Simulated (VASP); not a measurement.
**F: single point with PBE**

F:

```
F
1.0
     0.00000    1.74076    1.74076
     1.74076    0.00000    1.74076
     1.74076    1.74076    0.00000
F
1
Direct
  0.00000 0.00000 0.00000
```

```
Program                : VASP 6.6.1
Task                   : single point
Functional             : PBE
Potentials or basis    : VASP PAW PBE potentials, release 64 (F)
Cutoff                 : 520 eV
k mesh                 : 54 × 54 × 54
Occupations            : fermi-dirac, width 0.0612256 eV
Spin                   : no spin polarisation
Dipole correction      : no
Further INCAR settings : ALGO = Normal; EDIFF = 1e-06; NBANDS = 10
```

The pressure is -2.3 GPa and the band gap on the k mesh is zero (an odd number of electrons rules out a gap without spin polarisation).

Levels at points of the mesh, in eV from the Fermi level:
```tsv
k point	band 1	band 2	band 3	band 4	band 5	band 6	band 7	band 8	band 9
(0.00, 0.00, 0.00)	-21.41	0.50	0.50	0.50	13.44	34.69	34.69	34.69	38.53
(0.50, 0.00, 0.00)	-19.97	-3.63	0.12	0.12	20.30	21.46	32.65	32.65	36.95
(0.50, 0.50, 0.00)	-19.54	-3.12	-0.71	-0.71	18.93	24.14	24.85	35.32	35.32
```

Wall time 8.8 min on 1 thread of Oxide Virtual Turin-like Processor, on a shared host, peak memory 0.38 GiB.

Caveat: an odd number of electrons without spin polarisation forces a metal; a magnetic or distorted state may lie lower.
